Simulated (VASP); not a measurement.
# KMgF3 (cubic perovskite) (Pm-3m) in VASP: notebook

The runs below take KMgF3 (cubic perovskite) through single point, with LDA.

Program: VASP 6.6.1. These are calculated values, not measurements. Logs are shortened: lines on timing, memory, paths and dates and some standing lists are left out, and cuts for length are marked.

## (1) The cell of the first run

The structure is cubic, space group Pm-3m (No. 221). The conventional cell has a = 3.780 Å, b = 3.780 Å, c = 3.780 Å, α = 90.00°, β = 90.00°, γ = 90.00°. Within 3.5 Å of K (site symmetry m-3m) lie 12 F at 2.67 Å and 8 Mg at 3.27 Å. Mg (site symmetry m-3m) has 6 F at 1.89 Å within 2.5 Å. F (site symmetry 4/mmm) has 2 Mg at 1.89 Å within 2.5 Å.

## (2) Single point, LDA (volume scaled by 0.84)

INCAR

```
SYSTEM = KMgF3
PREC = Accurate
ENCUT = 520
EDIFF = 1E-7
ISMEAR = 0
SIGMA = 0.01
LREAL = .FALSE.
LASPH = .TRUE.
NELM = 60
ALGO = Normal
ISIF = 2
LWAVE = .FALSE.
LCHARG = .FALSE.
NBANDS = 24
```

KPOINTS

```
regular mesh
0
G
  6 6 6
  0 0 0
```

POSCAR

```
KMgF3
1.0
    3.7798164170      0.0000000000      0.0000000000
    0.0000000000      3.7798164170      0.0000000000
    0.0000000000      0.0000000000      3.7798164170
K Mg F
1 1 3
Direct
    0.5000000000      0.5000000000      0.5000000000
    0.0000000000      0.0000000000      0.0000000000
    0.5000000000      0.0000000000      0.0000000000
    0.0000000000      0.5000000000      0.0000000000
    0.0000000000      0.0000000000      0.5000000000
```

Potentials or basis: VASP PAW LDA potentials, release 64 (K_sv, Mg, F).

Started as:

```sh
cat potpaw_LDA.64/K_sv/POTCAR potpaw_LDA.64/Mg/POTCAR potpaw_LDA.64/F/POTCAR > POTCAR
mpirun -np 1 vasp_std > vasp.out
```

OUTCAR:

```text
SYSTEM = KMgF3
   PREC = Accurate
   ENCUT = 520
   EDIFF = 1E-7
   ISMEAR = 0
   LREAL = .FALSE.
   LASPH = .TRUE.
   NELM = 60
   ISIF = 2

 ion  position               nearest neighbor table
   1  0.500  0.500  0.500-   3 2.67   4 2.67   5 2.67   3 2.67   4 2.67   3 2.67   5 2.67   3 2.67
                             4 2.67   5 2.67   4 2.67   5 2.67   2 3.27   2 3.27   2 3.27   2 3.27
   2  0.000  0.000  0.000-   3 1.89   4 1.89   5 1.89   5 1.89   4 1.89   3 1.89   1 3.27   1 3.27
                             1 3.27   1 3.27   1 3.27   1 3.27   1 3.27   1 3.27
   3  0.500  0.000  0.000-   2 1.89   2 1.89   1 2.67   1 2.67   1 2.67   1 2.67
   4  0.000  0.500  0.000-   2 1.89   2 1.89   1 2.67   1 2.67   1 2.67   1 2.67
   5  0.000  0.000  0.500-   2 1.89   2 1.89   1 2.67   1 2.67   1 2.67   1 2.67

  LATTYP: Found a simple cubic cell.
 ALAT       =     3.7798164170

  Lattice vectors:

 A1 = (   3.7798164170,   0.0000000000,   0.0000000000)
 A2 = (   0.0000000000,   3.7798164170,   0.0000000000)
 A3 = (   0.0000000000,   0.0000000000,   3.7798164170)

Analysis of symmetry for initial positions (statically):
=====================================================================
 Subroutine PRICEL returns:
 Original cell was already a primitive cell.

 Routine SETGRP: Setting up the symmetry group for a
 simple cubic supercell.

 Subroutine GETGRP returns: Found 48 space group operations
 (whereof 48 operations were pure point group operations)
 out of a pool of 48 trial point group operations.

The static configuration has the point symmetry O_h .

Analysis of symmetry for dynamics (positions and initial velocities):
=====================================================================
 Subroutine PRICEL returns:
 Original cell was already a primitive cell.

 Routine SETGRP: Setting up the symmetry group for a
 simple cubic supercell.

 Subroutine GETGRP returns: Found 48 space group operations
 (whereof 48 operations were pure point group operations)
 out of a pool of 48 trial point group operations.

The dynamic configuration has the point symmetry O_h .

 Subroutine INISYM returns: Found 48 space group operations
 (whereof 48 operations are pure point group operations),
 and found     1 'primitive' translations

----------------------------------------------------------------------------------------

                                     Primitive cell

  volume of cell :      54.0023

  direct lattice vectors                    reciprocal lattice vectors
     3.779816417  0.000000000  0.000000000     0.264563114  0.000000000  0.000000000
     0.000000000  3.779816417  0.000000000     0.000000000  0.264563114  0.000000000
     0.000000000  0.000000000  3.779816417     0.000000000  0.000000000  0.264563114

  length of vectors
     3.779816417  3.779816417  3.779816417     0.264563114  0.264563114  0.264563114

  position of ions in fractional coordinates (direct lattice)
     0.500000000  0.500000000  0.500000000
     0.000000000  0.000000000  0.000000000
     0.500000000  0.000000000  0.000000000
     0.000000000  0.500000000  0.000000000
     0.000000000  0.000000000  0.500000000

  ion indices of the primitive-cell ions
   primitive index   ion index
                 1           1
                 2           2
                 3           3
                 4           4
                 5           5

----------------------------------------------------------------------------------------

 KPOINTS: regular mesh

Automatic generation of k-mesh.
 Grid dimensions read from file:
 generate k-points for:    6    6    6

 Generating k-lattice:

  Cartesian coordinates                     Fractional coordinates (reciprocal lattice)
     0.044093852  0.000000000  0.000000000     0.166666667  0.000000000  0.000000000
     0.000000000  0.044093852  0.000000000     0.000000000  0.166666667  0.000000000
     0.000000000  0.000000000  0.044093852     0.000000000  0.000000000  0.166666667

  Length of vectors
     0.044093852  0.044093852  0.044093852

  Shift w.r.t. Gamma in fractional coordinates (k-lattice)
     0.000000000  0.000000000  0.000000000

 Subroutine IBZKPT returns following result:
 ===========================================

 Found     20 irreducible k-points:

 Following reciprocal coordinates:
            Coordinates               Weight
  0.000000  0.000000  0.000000      1.000000
  0.166667  0.000000  0.000000      6.000000
  0.333333  0.000000  0.000000      6.000000
  0.500000  0.000000  0.000000      3.000000
  0.166667  0.166667  0.000000     12.000000
  0.333333  0.166667  0.000000     24.000000
[... 12 lines left out ...]
  0.500000  0.500000  0.333333      6.000000
  0.500000  0.500000  0.500000      1.000000
   k-points           NKPTS =     20   k-points in BZ     NKDIM =     20   number of bands    NBANDS=     24
   number of dos      NEDOS =    301   number of ions     NIONS =      5
   total plane-waves  NPLWV =  21952
   dimension x,y,z NGX =    28 NGY =   28 NGZ =   28
   dimension x,y,z NGXF=    56 NGYF=   56 NGZF=   56
   ions per type =               1   1   3
   NGX,Y,Z   is equivalent  to a cutoff of  12.32, 12.32, 12.32 a.u.
   NGXF,Y,Z  is equivalent  to a cutoff of  24.63, 24.63, 24.63 a.u.
 SYSTEM =  KMgF3
   PREC   = accura    normal or accurate (medium, high low for compatibility)
   ISTART =      0    job   : 0-new  1-cont  2-samecut
   ICHARG =      2    charge: 1-file 2-atom 10-const
   ISPIN  =      1    spin polarized calculation?
   LNONCOLLINEAR =      F non collinear calculations
   LSORBIT =      F    spin-orbit coupling
   LASPH  =      T    aspherical Exc in radial PAW
   ENCUT  =  520.0 eV  38.22 Ry    6.18 a.u.   7.03  7.03  7.03*2*pi/ulx,y,z
   NELM   =     60;   NELMIN=  2; NELMDL= -5     # of ELM steps
   EDIFF  = 0.1E-06   stopping-criterion for ELM
   LREAL  =      F    real-space projection
   EDIFFG = 0.1E-05   stopping-criterion for IOM
   NSW    =      0    number of steps for IOM
   IBRION =     -1    ionic relax: 0-MD 1-quasi-New 2-CG
   NFREE  =      0    steps in history (QN), initial steepest desc. (CG)
   ISIF   =      2    stress and relaxation
   ISYM   =      2    0-nonsym 1-usesym 2-fastsym
   POTIM  = 0.5000    time-step for ionic-motion
   TEBEG  =    0.0;   TEEND  =   0.0 temperature during run
   PSTRESS=    0.0 pullay stress
   NELECT =      32.0000    total number of electrons
   NUPDOWN=      -1.0000    fix difference up-down
   EMIN   =  10.00;   EMAX   =-10.00  energy-range for DOS
   EFERMI =   0.00;   METHOD = LEGACY
   ISMEAR =     0;   SIGMA  =   0.01  broadening in eV -4-tet -1-fermi 0-gaus
   EFERMI_NEDOS =   21; number of points for ismear=-14 and -15
   IALGO  =     38    algorithm
   IMIX   =      4    mixing-type and parameters
     AMIX     =   0.40;   BMIX     =  1.00
     AMIX_MAG =   1.60;   BMIX_MAG =  1.00
  volume/ion in A,a.u.               =      10.80        72.89
  Fermi-wavevector in a.u.,A,eV,Ry     =   1.375057  2.598481 25.725657  1.890782
  Thomas-Fermi vector in A             =   2.500428
   LORBIT       =      0    0 simple, 1 ext, 2 COOP (PROOUT), +10 PAW based schemes
   GGA     = CA    functional components
   LHFCALC =     F    Hartree Fock is set to
   AEXX    =    0.0000 exact exchange contribution
   IVDW    =     0    specifies the selected vdW correction
   LEPSILON=     F    determine dielectric tensor
   LRPA    =     F    only Hartree local field effects (RPA)
 non-spin polarized calculation
 Gauss-broadening in eV      SIGMA  =   0.01
  energy-cutoff  :      520.00
  volume of cell :       54.00
 maximum number of plane-waves:      1472
   NGX = 15   NGY = 15   NGZ = 15

 number of electron      31.9999958 magnetization

 Free energy of the ion-electron system (eV)
  ---------------------------------------------------
  ext. energy  EPLUGINS =         0.00000000
  ---------------------------------------------------
  free energy    TOTEN  =       -26.97342851 eV

  energy without entropy =      -26.97342851  energy(sigma->0) =      -26.97342851

 E-fermi :  -1.0068     XC(G=0): -11.2288

 val. band max:       -1.0879218363   @ k =   0.5000   0.5000   0.5000
 cond. band min:       7.1971044005   @ k =   0.0000   0.0000   0.0000
 fundamental gap:      8.2850262368
 Fermi energy:        -1.0068123805

 k-point     1 :       0.0000    0.0000    0.0000
  band No.  band energies     occupation
      1     -26.0218      2.00000
      2     -21.2678      2.00000
      3     -20.3496      2.00000
      4     -20.3496      2.00000
      5      -9.7911      2.00000
      6      -9.7911      2.00000
[... 16 lines left out ...]
     23      14.4848      0.00000
     24      17.4699      0.00000

 k-point     2 :       0.1667    0.0000    0.0000
  band No.  band energies     occupation
      1     -26.0012      2.00000
      2     -21.2391      2.00000
      3     -20.4061      2.00000
      4     -20.3457      2.00000
      5      -9.7612      2.00000
      6      -9.7597      2.00000
[... 16 lines left out ...]
     23      14.4980      0.00000
     24      17.2860      0.00000

 k-point     3 :       0.3333    0.0000    0.0000
  band No.  band energies     occupation
      1     -25.9594      2.00000
      2     -21.1724      2.00000
      3     -20.5274      2.00000
      4     -20.3375      2.00000
      5      -9.7022      2.00000
      6      -9.6952      2.00000
[... 16 lines left out ...]
     23      14.2749      0.00000
     24      16.7290      0.00000

 k-point     4 :       0.5000    0.0000    0.0000
  band No.  band energies     occupation
      1     -25.9381      2.00000
      2     -21.1319      2.00000
      3     -20.5955      2.00000
      4     -20.3339      2.00000
      5      -9.6731      2.00000
      6      -9.6620      2.00000
[... 16 lines left out ...]
     23      14.3467      0.00000
     24      15.5746      0.00000

 k-point     5 :       0.1667    0.1667    0.0000
  band No.  band energies     occupation
      1     -25.9825      2.00000
      2     -21.2041      2.00000
      3     -20.4297      2.00000
      4     -20.3724      2.00000
      5      -9.8058      2.00000
      6      -9.7297      2.00000
[... 16 lines left out ...]
     23      14.5223      0.00000
     24      16.6673      0.00000

 k-point     6 :       0.3333    0.1667    0.0000
  band No.  band energies     occupation
      1     -25.9444      2.00000
      2     -21.1212      2.00000
      3     -20.5394      2.00000
      4     -20.3762      2.00000
      5      -9.7875      2.00000
      6      -9.6755      2.00000
[... 16 lines left out ...]
     23      14.3658      0.00000
     24      16.0321      0.00000
[... 271 lines left out ...]
 k-point    17 :       0.3333    0.3333    0.3333
  band No.  band energies     occupation
      1     -25.8815      2.00000
      2     -20.8423      2.00000
      3     -20.5555      2.00000
      4     -20.5555      2.00000
      5      -9.9882      2.00000
      6      -9.9882      2.00000
[... 16 lines left out ...]
     23      15.1917      0.00000
     24      16.1354      0.00000

 k-point    18 :       0.5000    0.3333    0.3333
  band No.  band energies     occupation
      1     -25.8706      2.00000
      2     -20.7504      2.00000
      3     -20.6289      2.00000
      4     -20.5455      2.00000
      5     -10.0337      2.00000
      6     -10.0231      2.00000
[... 16 lines left out ...]
     23      14.5164      0.00000
     24      15.9664      0.00000

 k-point    19 :       0.5000    0.5000    0.3333
  band No.  band energies     occupation
      1     -25.8613      2.00000
      2     -20.6383      2.00000
      3     -20.6247      2.00000
      4     -20.6247      2.00000
      5     -10.0856      2.00000
      6     -10.0856      2.00000
[... 16 lines left out ...]
     23      14.9227      0.00000
     24      14.9227      0.00000

 k-point    20 :       0.5000    0.5000    0.5000
  band No.  band energies     occupation
      1     -25.8534      2.00000
      2     -20.6136      2.00000
      3     -20.6136      2.00000
      4     -20.6136      2.00000
      5     -10.1523      2.00000
      6     -10.1523      2.00000
[... 16 lines left out ...]
     23      15.3424      0.00000
     24      15.3424      0.00000

------------------------ aborting loop because EDIFF is reached ----------------------------------------

  FORCE on cell =-STRESS in cart. coord.  units (eV):
  Direction    XX          YY          ZZ          XY          YZ          ZX
  --------------------------------------------------------------------------------------
  -------------------------------------------------------------------------------------
  Total        3.3714304      3.3714304      3.3714304      0.0000000      0.0000000     -0.0000000
  in kB      100.0259444    100.0259444    100.0259444      0.0000000      0.0000000     -0.0000000
  external PRESSURE =     100.0259444 kB  Pullay stress =       0.0000000 kB

 VOLUME and BASIS-vectors are now :
 -----------------------------------------------------------------------------
  energy-cutoff  :      520.00
  volume of cell :       54.00
      direct lattice vectors                 reciprocal lattice vectors
     3.779816417  0.000000000  0.000000000     0.264563114  0.000000000  0.000000000
     0.000000000  3.779816417  0.000000000     0.000000000  0.264563114  0.000000000
     0.000000000  0.000000000  3.779816417     0.000000000  0.000000000  0.264563114

 POSITION                                       TOTAL-FORCE (eV/Angst)
 -----------------------------------------------------------------------------------
      1.88991      1.88991      1.88991         0.000000      0.000000      0.000000
      0.00000      0.00000      0.00000         0.000000      0.000000      0.000000
      1.88991      0.00000      0.00000         0.000000      0.000000      0.000000
      0.00000      1.88991      0.00000         0.000000      0.000000      0.000000
      0.00000      0.00000      1.88991         0.000000      0.000000      0.000000
 -----------------------------------------------------------------------------------
    total drift:                                0.000000      0.000000     -0.000000

  FREE ENERGIE OF THE ION-ELECTRON SYSTEM (eV)
  ---------------------------------------------------
  free  energy   TOTEN  =       -26.9734285118 eV

  energy  without entropy=      -26.9734285118  energy(sigma->0) =      -26.97342851
```

Wall time 9.1 s (1 thread of Intel Xeon 6975P-C (Granite Rapids), shared host); peak memory 0.15 GiB.

What came out:

```yaml
Free_energy: -26.9734 eV
Pressure: 10.0 GPa
Band_gap_on_the_k_mesh: 8.29 eV, indirect (least direct gap 8.59 eV)
```

 A k mesh can miss the band edges.

## (3) Single point, LDA (volume scaled by 0.89)

INCAR

```
  PREC = Accurate
  ENCUT = 520
  EDIFF = 1E-6
  ISMEAR = 0
  SIGMA = 0.01
  LREAL = F
  LASPH = T
  NELM = 80
  ALGO = Normal
  ISIF = 2
  LWAVE = F
  LCHARG = T
  GGA = CA
  LELF = T
  LVHAR = T
  NBANDS = 24
```

KPOINTS

```
Automatic mesh
0
Gamma
  6 6 6
```

POSCAR, as its differences from that of step 2:

```diff
@@ -2,5 +2,5 @@
 1.0
-    3.7798164170      0.0000000000      0.0000000000
-    0.0000000000      3.7798164170      0.0000000000
-    0.0000000000      0.0000000000      3.7798164170
+    3.8533720875      0.0000000000      0.0000000000
+    0.0000000000      3.8533720875      0.0000000000
+    0.0000000000      0.0000000000      3.8533720875
 K Mg F
```

Potentials or basis: VASP PAW LDA potentials, release 64 (K_sv, Mg, F).

Started as:

```sh
cat potpaw_LDA.64/K_sv/POTCAR potpaw_LDA.64/Mg/POTCAR potpaw_LDA.64/F/POTCAR > POTCAR
mpirun -np 1 vasp_std > vasp.out
```

It took 11 s on 1 thread of Intel Xeon 6975P-C (Granite Rapids), shared host; peak memory 0.16 GiB.

Results (log left out):

| Property | Result |
| --- | --- |
| Free energy | -27.1090 eV |
| Pressure | 3.1 GPa |
| Band gap on the k mesh | 7.77 eV, indirect (least direct gap 8.09 eV) |

Levels at points of the mesh, in eV from the valence-band top:
| k point | band 13 | band 14 | band 15 | band 16 | band 17 | band 18 | band 19 | band 20 |
| --- | --- | --- | --- | --- | --- | --- | --- | --- |
| (0.00, 0.00, 0.00) | -0.75 | -0.32 | -0.32 | -0.32 | 7.77 | 9.89 | 9.89 | 12.26 |
| (0.50, 0.00, 0.00) | -1.00 | -1.00 | -0.61 | -0.61 | 10.44 | 11.12 | 11.21 | 13.00 |
| (0.50, 0.50, 0.00) | -1.25 | -0.99 | -0.99 | -0.03 | 11.28 | 11.94 | 13.11 | 13.11 |
| (0.50, 0.50, 0.50) | -1.24 | 0.00 | 0.00 | 0.00 | 10.58 | 10.58 | 10.58 | 14.46 |

 A k mesh can miss the band edges.
